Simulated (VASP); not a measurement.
Set up this calculation in VASP 6.6.1, as the native input.

```
Task                   : single point
Functional             : PBE
Potentials or basis    : VASP PAW PBE potentials, release 64 (Li_sv, Tm_3, Ge_d), 4f in core
Cutoff                 : 750 eV
k mesh                 : 4 × 4 × 4
Occupations            : gaussian, width 0.2 eV
Spin                   : no spin polarisation
Dipole correction      : no
Further INCAR settings : ALGO = Normal; EDIFF = 1e-06; NBANDS = 26
```

The structure of Li4TmGe lies in POSCAR:

```
Li4TmGe
1.0
    5.7892548029      0.0000000000      0.0000000000
    0.0000000000      5.7892548029      0.0000000000
    0.0000000000      0.0000000000      3.6613314928
Li Tm Ge
4 1 1
Direct
    0.1968605018      0.5000000000      0.4826752842
    0.8031394982      0.5000000000      0.4826752842
    0.5000000000      0.1968605018      0.4826752842
    0.5000000000      0.8031394982      0.4826752842
    0.0000000000      0.0000000000     -0.0173356415
    0.5000000000      0.5000000000      0.9826737948
```

The cell was generated, and may not be a known phase.

These files were run (other wordings do the same):

INCAR

```
SYSTEM = Li4TmGe
PREC = Accurate ; ENCUT = 750
EDIFF = 1E-6 ; ISMEAR = 0
SIGMA = 0.2 ; LREAL = .FALSE.
LASPH = .TRUE. ; NELM = 200
ALGO = Normal ; ISIF = 2
LWAVE = .FALSE. ; LCHARG = .FALSE.
GGA = PE ; NBANDS = 26
GGA_COMPAT = .FALSE. ; LMAXMIX = 6
```

KPOINTS

```
Automatic mesh
0
G
  4 4 4
  0 0 0
```

Potentials or basis: VASP PAW PBE potentials, release 64 (Li_sv, Tm_3, Ge_d), 4f in core.

Launch:

```bash
$ cat potpaw_PBE.64/Li_sv/POTCAR potpaw_PBE.64/Tm_3/POTCAR potpaw_PBE.64/Ge_d/POTCAR > POTCAR
$ mpirun -np 1 vasp_std > vasp.out
```

It gave:

| Quantity | Value |
| --- | --- |
| Pressure | 0.2 GPa |
| Largest force | 0.017 eV/Å |
| Band gap on the k mesh | zero (an odd number of electrons rules out a gap without spin polarisation) |

Caveat: the k points lie up to 0.43 Å⁻¹ apart, too coarse for converged energies and pressures of a metal; spin-orbit coupling is left out, which moves the levels of the heavy elements; the 4f electrons are frozen in the core, so they carry no moment and show no levels.

Run time: 65 s on 1 thread of AMD EPYC 9R45 96-Core Processor (Zen 5) (shared host), peak memory 0.35 GiB.
